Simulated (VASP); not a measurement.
Crystal: HfO2.

```
Hf O
1.0
     1.86590    1.07728    2.76545
    -1.86590    1.07728    2.76545
     0.00000   -2.15455    2.76545
Hf O
1 2
Direct
  0.00000 0.00000 0.00000
  0.23533 0.23533 0.23533
  0.76467 0.76467 0.76467
```

```yaml
Program: VASP 6.6.1
Task: relaxation of cell and atoms
Functional: PBE
Potentials_or_basis: VASP PAW PBE potentials, release 64 (Hf_pv, O)
Cutoff: 600 eV
k_mesh: 6 × 6 × 6
Occupations: gaussian, width 0.1 eV
Spin: no spin polarisation
```

At the start: pressure 9.8 GPa; volume 11.12 Å³/atom.

**Question.** Where does the relaxation end?

**Answer.** Over 9 steps the energy falls by 258.8 meV/atom and the volume is 10.86 Å³/atom (-2.3 %); space group Fm-3m (No. 225, to 0.05 Å).

Step by step:
| step | energy change (eV) | largest force (eV/Å) | pressure (GPa) | volume (Å³) |
| --- | --- | --- | --- | --- |
| 1 | 0.0000 | 4.4164 | 9.77 | 33.35 |
| 2 | -0.3217 | 1.3119 | -17.08 | 36.39 |
| 3 | -0.6628 | 0.1577 | -14.58 | 34.87 |
| 4 | -0.6657 | 0.2706 | -14.06 | 34.79 |
| 5 | -0.6664 | 0.4047 | -13.41 | 34.70 |
| 6 | -0.6811 | 0.6479 | 15.34 | 30.92 |
| 7 | -0.7761 | 0.0573 | -0.30 | 32.63 |
| 8 | -0.7761 | 0.0688 | 0.01 | 32.59 |
| 9 | -0.7764 | 0.0302 | 0.17 | 32.57 |

Final structure:
```
CELL_PARAMETERS angstrom
1.79470 1.03617 2.91944
-1.79470 1.03617 2.91944
0.00000 -2.07235 2.91944
ATOMIC_POSITIONS crystal
Hf 0.00000 0.00000 0.00000
O 0.25036 0.25036 0.25036
O 0.74964 0.74964 0.74964
```
